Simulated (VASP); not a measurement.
# MoS2 (Cm) in VASP: single point with PBE+D3(BJ)

Aim: the single point of MoS2 with PBE+D3(BJ).

Everything below comes from runs of VASP 6.6.1. Logs are shortened: lines on timing, memory, paths and dates and some standing lists are left out, and cuts for length are marked.

**1. The cell of the first run**

The structure is monoclinic, space group Cm (No. 8). The conventional cell has a = 10.911 Å, b = 6.299 Å, c = 6.648 Å, α = 90.00°, β = 90.00°, γ = 90.00°. Within 3.2 Å of Mo (site symmetry m) lie 6 S at 2.37 to 2.44 Å and 6 Mo at 3.12 to 3.18 Å. Within 3.2 Å of Mo (site symmetry m) lie 6 S at 2.40 Å and 6 Mo at 3.15 Å. Mo (site symmetry 1) has 6 S at 2.40 Å and 6 Mo at 3.12 to 3.18 Å within 3.2 Å. Within 3.2 Å of S (site symmetry m) lie 3 Mo at 2.40 to 2.44 Å and 7 S at 3.13 to 3.15 Å. Within 3.2 Å of S (site symmetry m) lie 3 Mo at 2.40 Å and 7 S at 3.13 to 3.15 Å. Within 3.2 Å of S (site symmetry 1) lie 3 Mo at 2.40 to 2.41 Å and 7 S at 3.13 to 3.15 Å. S (site symmetry m) has 3 Mo at 2.40 to 2.41 Å and 7 S at 3.13 to 3.15 Å within 3.2 Å. Within 3.2 Å of S (site symmetry m) lie 3 Mo at 2.40 Å and 7 S at 3.13 to 3.15 Å.

**2. Single point, PBE+D3(BJ) (atom 1 (Mo) moved -0.040 Å towards its neighbour atom 5 (S) at 2.400 Å)**

The input, INCAR:

```
PREC     = Accurate       # precision mode
ENCUT    = 520            # plane-wave cutoff, eV
EDIFF    = 1E-7           # SCF threshold, eV
ISMEAR   = 0              # smearing method
SIGMA    = 0.05           # smearing width, eV
LREAL    = F              # projectors in reciprocal space
LASPH    = T              # aspherical terms in the spheres
NELM     = 60             # most SCF steps
ALGO     = Normal         # electronic algorithm
ISIF     = 2              # what is computed and relaxed
LWAVE    = F              # write WAVECAR
LCHARG   = F              # write CHGCAR
GGA      = PE             # functional
IVDW     = 12             # dispersion correction
NBANDS   = 64             # bands
```

The input, KPOINTS:

```
regular mesh
0
Gamma
  6 6 4
```

The input, POSCAR:

```
MoS2
1.0
    6.2994479940      0.0000000001      0.0000000000
   -3.1497239971      5.4554819926      0.0000000000
    0.0000000000      0.0000000000      6.6475426602
Mo S
4 8
Direct
    0.5055549660      0.5027774830     -0.0039274038
    0.5000000000      0.0000000000      0.0000000000
    0.0000000000      0.5000000000      0.0000000000
    0.0000000000      0.0000000000      0.0000000000
    0.1666666667      0.3333333333      0.2356692374
    0.1666666667      0.8333333333      0.2356692374
    0.6666666667      0.3333333333      0.2356692374
    0.6666666667      0.8333333333      0.2356692374
    0.1666666667      0.3333333333      0.7643307626
    0.1666666667      0.8333333333      0.7643307626
    0.6666666667      0.3333333333      0.7643307626
    0.6666666667      0.8333333333      0.7643307626
```

Potentials or basis: VASP PAW PBE potentials, release 64 (Mo_sv, S).

Launch:

```sh
$ cat potpaw_PBE.64/Mo_sv/POTCAR potpaw_PBE.64/S/POTCAR > POTCAR
$ mpirun -np 1 vasp_std > vasp.out
```

OUTCAR:

```text
PREC = Accurate
   ENCUT = 520
   EDIFF = 1E-7
   ISMEAR = 0
   LREAL = F
   LASPH = T
   NELM = 60
   ISIF = 2
   GGA = PE
   IVDW = 12
 IVDW          = 12

 ion  position               nearest neighbor table
   1  0.506  0.503  0.996-  12 2.37  11 2.37   8 2.41   7 2.41   9 2.41   5 2.44   3 3.12   4 3.12
                             2 3.15   2 3.15   3 3.18   4 3.18
   2  0.500  0.000  0.000-   6 2.40  10 2.40   7 2.40  11 2.40   8 2.40  12 2.40   4 3.15   4 3.15
                             3 3.15   3 3.15   1 3.15   1 3.15
   3  0.000  0.500  0.000-   7 2.40  11 2.40  10 2.40   6 2.40   5 2.40   9 2.40   1 3.12   2 3.15
                             2 3.15   4 3.15   4 3.15   1 3.18
   4  0.000  0.000  0.000-   8 2.40  12 2.40   9 2.40   5 2.40  10 2.40   6 2.40   1 3.12   2 3.15
                             2 3.15   3 3.15   3 3.15   1 3.18
   5  0.167  0.333  0.236-   4 2.40   3 2.40   1 2.44
   6  0.167  0.833  0.236-   2 2.40   3 2.40   4 2.40
   7  0.667  0.333  0.236-   3 2.40   2 2.40   1 2.41
   8  0.667  0.833  0.236-   4 2.40   2 2.40   1 2.41
   9  0.167  0.333  0.764-   4 2.40   3 2.40   1 2.41
  10  0.167  0.833  0.764-   2 2.40   3 2.40   4 2.40
  11  0.667  0.333  0.764-   1 2.37   3 2.40   2 2.40
  12  0.667  0.833  0.764-   1 2.37   4 2.40   2 2.40

  LATTYP: Found a hexagonal cell.
 ALAT       =     6.2994479940
 C/A-ratio  =     1.0552579633

  Lattice vectors:

 A1 = (   6.2994479940,   0.0000000001,   0.0000000000)
 A2 = (  -3.1497239971,   5.4554819926,   0.0000000000)
 A3 = (   0.0000000000,   0.0000000000,   6.6475426602)

Analysis of symmetry for initial positions (statically):
=====================================================================
 Subroutine PRICEL returns:
 Original cell was already a primitive cell.

 Routine SETGRP: Setting up the symmetry group for a
 hexagonal supercell.

 Subroutine GETGRP returns: Found  2 space group operations
 (whereof  1 operations were pure point group operations)
 out of a pool of 24 trial point group operations.

The static configuration has the point symmetry C_1 .
 The point group associated with its full space group is C_1h.

Analysis of symmetry for dynamics (positions and initial velocities):
=====================================================================
 Subroutine PRICEL returns:
 Original cell was already a primitive cell.

 Routine SETGRP: Setting up the symmetry group for a
 hexagonal supercell.

 Subroutine GETGRP returns: Found  2 space group operations
 (whereof  1 operations were pure point group operations)
 out of a pool of 24 trial point group operations.

The dynamic configuration has the point symmetry C_1 .
 The point group associated with its full space group is C_1h.

 Subroutine INISYM returns: Found  2 space group operations
 (whereof  1 operations are pure point group operations),
 and found     1 'primitive' translations

----------------------------------------------------------------------------------------

                                     Primitive cell

  volume of cell :     228.4529

  direct lattice vectors                    reciprocal lattice vectors
     6.299447994  0.000000000  0.000000000     0.158744068  0.091650930  0.000000000
    -3.149723997  5.455481993  0.000000000    -0.000000000  0.183301861  0.000000000
     0.000000000  0.000000000  6.647542660     0.000000000  0.000000000  0.150431528

  length of vectors
     6.299447994  6.299447994  6.647542660     0.183301861  0.183301861  0.150431528

  position of ions in fractional coordinates (direct lattice)
     0.505554966  0.502777483  0.996072596
     0.500000000  0.000000000  0.000000000
     0.000000000  0.500000000  0.000000000
     0.000000000  0.000000000  0.000000000
     0.166666667  0.333333333  0.235669237
     0.166666667  0.833333333  0.235669237
     0.666666667  0.333333333  0.235669237
     0.666666667  0.833333333  0.235669237
     0.166666667  0.333333333  0.764330763
     0.166666667  0.833333333  0.764330763
     0.666666667  0.333333333  0.764330763
     0.666666667  0.833333333  0.764330763

  ion indices of the primitive-cell ions
   primitive index   ion index
                 1           1
                 2           2
                 3           3
                 4           4
                 5           5
                 6           6
                 7           7
                 8           8
                 9           9
                10          10
                11          11
                12          12

----------------------------------------------------------------------------------------

 KPOINTS: regular mesh

Automatic generation of k-mesh.
 Grid dimensions read from file:
 generate k-points for:    6    6    4

 Generating k-lattice:

  Cartesian coordinates                     Fractional coordinates (reciprocal lattice)
     0.026457345  0.015275155  0.000000000     0.166666667  0.000000000  0.000000000
    -0.000000000  0.030550310  0.000000000     0.000000000  0.166666667  0.000000000
     0.000000000  0.000000000  0.037607882     0.000000000  0.000000000  0.250000000

  Length of vectors
     0.030550310  0.030550310  0.037607882

  Shift w.r.t. Gamma in fractional coordinates (k-lattice)
     0.000000000  0.000000000  0.000000000

 Subroutine IBZKPT returns following result:
 ===========================================

 Found     47 irreducible k-points:

 Following reciprocal coordinates:
            Coordinates               Weight
  0.000000  0.000000  0.000000      1.000000
  0.166667 -0.000000  0.000000      2.000000
 -0.000000  0.166667  0.000000      4.000000
  0.333333 -0.000000  0.000000      2.000000
 -0.000000  0.333333  0.000000      4.000000
  0.500000 -0.000000  0.000000      1.000000
[... 16 lines left out ...]
  0.500000 -0.000000  0.250000      2.000000
 -0.000000  0.500000  0.250000      4.000000
 [... further k-points ...]
   k-points           NKPTS =     47   k-points in BZ     NKDIM =     47   number of bands    NBANDS=     64
   number of dos      NEDOS =    301   number of ions     NIONS =     12
   total plane-waves  NPLWV = 115200
   dimension x,y,z NGX =    48 NGY =   48 NGZ =   50
   dimension x,y,z NGXF=    96 NGYF=   96 NGZF=  100
   ions per type =               4   8
   NGX,Y,Z   is equivalent  to a cutoff of  12.67, 12.67, 12.50 a.u.
   NGXF,Y,Z  is equivalent  to a cutoff of  25.33, 25.33, 25.01 a.u.
 SYSTEM =  unknown system
   PREC   = accura    normal or accurate (medium, high low for compatibility)
   ISTART =      0    job   : 0-new  1-cont  2-samecut
   ICHARG =      2    charge: 1-file 2-atom 10-const
   ISPIN  =      1    spin polarized calculation?
   LNONCOLLINEAR =      F non collinear calculations
   LSORBIT =      F    spin-orbit coupling
   LASPH  =      T    aspherical Exc in radial PAW
   ENCUT  =  520.0 eV  38.22 Ry    6.18 a.u.  11.71 11.71 12.36*2*pi/ulx,y,z
   NELM   =     60;   NELMIN=  2; NELMDL= -5     # of ELM steps
   EDIFF  = 0.1E-06   stopping-criterion for ELM
   LREAL  =      F    real-space projection
   EDIFFG = 0.1E-05   stopping-criterion for IOM
   NSW    =      0    number of steps for IOM
   IBRION =     -1    ionic relax: 0-MD 1-quasi-New 2-CG
   NFREE  =      0    steps in history (QN), initial steepest desc. (CG)
   ISIF   =      2    stress and relaxation
   ISYM   =      2    0-nonsym 1-usesym 2-fastsym
   POTIM  = 0.5000    time-step for ionic-motion
   TEBEG  =    0.0;   TEEND  =   0.0 temperature during run
   PSTRESS=    0.0 pullay stress
   NELECT =     104.0000    total number of electrons
   NUPDOWN=      -1.0000    fix difference up-down
   EMIN   =  10.00;   EMAX   =-10.00  energy-range for DOS
   EFERMI =   0.00;   METHOD = LEGACY
   ISMEAR =     0;   SIGMA  =   0.05  broadening in eV -4-tet -1-fermi 0-gaus
   EFERMI_NEDOS =   21; number of points for ismear=-14 and -15
   IALGO  =     38    algorithm
   IMIX   =      4    mixing-type and parameters
     AMIX     =   0.40;   BMIX     =  1.00
     AMIX_MAG =   1.60;   BMIX_MAG =  1.00
  volume/ion in A,a.u.               =      19.04       128.47
  Fermi-wavevector in a.u.,A,eV,Ry     =   1.259371  2.379866 21.579049  1.586015
  Thomas-Fermi vector in A             =   2.392934
   LORBIT       =      0    0 simple, 1 ext, 2 COOP (PROOUT), +10 PAW based schemes
   GGA     = PE    functional components
   LHFCALC =     F    Hartree Fock is set to
   AEXX    =    0.0000 exact exchange contribution
   IVDW    =    12    specifies the selected vdW correction
   LEPSILON=     F    determine dielectric tensor
   LRPA    =     F    only Hartree local field effects (RPA)
 non-spin polarized calculation
 Gauss-broadening in eV      SIGMA  =   0.05
  energy-cutoff  :      520.00
  volume of cell :      228.45
 maximum number of plane-waves:      6192
   NGX = 23   NGY = 23   NGZ = 25

 number of electron     103.9999999 magnetization

 Free energy of the ion-electron system (eV)
  ---------------------------------------------------
  ext. energy  EPLUGINS =         0.00000000
  ---------------------------------------------------
  free energy    TOTEN  =       -87.17065840 eV

  energy without entropy =      -87.17065840  energy(sigma->0) =      -87.17065840

 E-fermi :   6.7426     XC(G=0): -10.3006

 val. band max:        6.4795977707   @ k =   0.0000   0.0000   0.5000
 cond. band min:       7.6723942592   @ k =   0.3333   0.3333   0.0000
 fundamental gap:      1.1927964886
 Fermi energy:         6.7426432138

 k-point     1 :       0.0000    0.0000    0.0000
  band No.  band energies     occupation
      1     -54.7734      2.00000
      2     -54.7313      2.00000
      3     -54.7308      2.00000
      4     -54.7285      2.00000
      5     -29.1102      2.00000
      6     -29.1051      2.00000
[... 1597 lines left out ...]
     63       9.2494      0.00000
     64       9.2653      0.00000

 [... further k-points ...]

------------------------ aborting loop because EDIFF is reached ----------------------------------------

 Edisp (eV)   -4.77043

 E8    (eV) :    -1.9268

  FORCE on cell =-STRESS in cart. coord.  units (eV):
  Direction    XX          YY          ZZ          XY          YZ          ZX
  --------------------------------------------------------------------------------------
  -------------------------------------------------------------------------------------
  Total      -0.22015    -0.02228    -0.19017    -0.17136    -0.01815    -0.03144
  in kB      -1.54393    -0.15622    -1.33368    -1.20179    -0.12730    -0.22049
  external pressure =       -1.01 kB  Pullay stress =        0.00 kB

 VOLUME and BASIS-vectors are now :
 -----------------------------------------------------------------------------
  energy-cutoff  :      520.00
  volume of cell :      228.45
      direct lattice vectors                 reciprocal lattice vectors
     6.299447994  0.000000000  0.000000000     0.158744068  0.091650930  0.000000000
    -3.149723997  5.455481993  0.000000000    -0.000000000  0.183301861  0.000000000
     0.000000000  0.000000000  6.647542660     0.000000000  0.000000000  0.150431528

 POSITION                                       TOTAL-FORCE (eV/Angst)
 -----------------------------------------------------------------------------------
      1.60111      2.74289      6.62144        -0.666422     -0.384759      0.698902
      3.14972      0.00000      0.00000         0.015103      0.008720      0.034913
     -1.57486      2.72774      0.00000         0.075207      0.007942      0.031835
      0.00000      0.00000      0.00000         0.044481      0.061160      0.031835
      0.00000      1.81849      1.56662         0.206486      0.119215     -0.225363
     -1.57486      4.54623      1.56662        -0.009457     -0.005460     -0.029700
      3.14972      1.81849      1.56662         0.011235      0.042083     -0.083538
      1.57486      4.54623      1.56662         0.042063     -0.011312     -0.083538
      0.00000      1.81849      5.08092         0.061848      0.035708     -0.010453
     -1.57486      4.54623      5.08092        -0.007887     -0.004554     -0.007650
      3.14972      1.81849      5.08092         0.185272     -0.058385     -0.178621
      1.57486      4.54623      5.08092         0.042073      0.189642     -0.178621
 -----------------------------------------------------------------------------------
    total drift:                               -0.000001      0.000001      0.000155

  FREE ENERGIE OF THE ION-ELECTRON SYSTEM (eV)
  ---------------------------------------------------
  free  energy   TOTEN  =       -91.9410928369 eV

  energy  without entropy=      -91.9410928369  energy(sigma->0) =      -91.94109284
```

Wall time 12 min (1 thread of Intel Xeon Platinum 8488C (Sapphire Rapids), shared host); peak memory 0.64 GiB.

What came out:

| Quantity | Value |
| --- | --- |
| Free energy | -91.9411 eV |
| Pressure | -0.1 GPa |
| Largest force | 1.040 eV/Å |
| Band gap on the k mesh | 1.19 eV |
| Dispersion energy per atom | -0.398 eV |

Forces in eV/Å, atoms in the order of the input:
```
Mo  -0.666 -0.385  0.699
Mo   0.015  0.009  0.035
Mo   0.075  0.008  0.032
Mo   0.044  0.061  0.032
S    0.206  0.119 -0.225
S   -0.009 -0.005 -0.030
S    0.011  0.042 -0.084
S    0.042 -0.011 -0.084
S    0.062  0.036 -0.010
S   -0.008 -0.005 -0.008
S    0.185 -0.058 -0.179
S    0.042  0.190 -0.179
```

Levels at points of the mesh, in eV from the valence-band top:
```tsv
k point	band 49	band 50	band 51	band 52	band 53	band 54	band 55	band 56
(0.00, 0.00, 0.00)	-1.29	-1.29	-1.27	-0.93	1.91	1.93	1.94	2.33
(0.50, 0.00, 0.00)	-1.34	-1.29	-1.01	-0.92	1.40	1.46	1.53	1.63
(0.00, 0.50, 0.00)	-1.35	-1.31	-1.00	-0.94	1.42	1.45	1.56	1.61
(0.00, 0.00, 0.50)	-0.87	-0.87	-0.85	0.00	1.93	1.95	1.96	2.34
(0.50, 0.00, 0.50)	-1.04	-1.03	-0.94	-0.86	1.93	2.01	2.02	2.06
(0.00, 0.50, 0.50)	-1.07	-1.05	-0.93	-0.87	1.96	2.00	2.03	2.06
```

Caveat: the cell differs from its parent crystal (atom 1 (Mo) moved -0.040 Å towards its neighbour atom 5 (S) at 2.400 Å); forces of over 1 eV/Å act on the atoms, so gaps and moduli don't describe the material at rest.
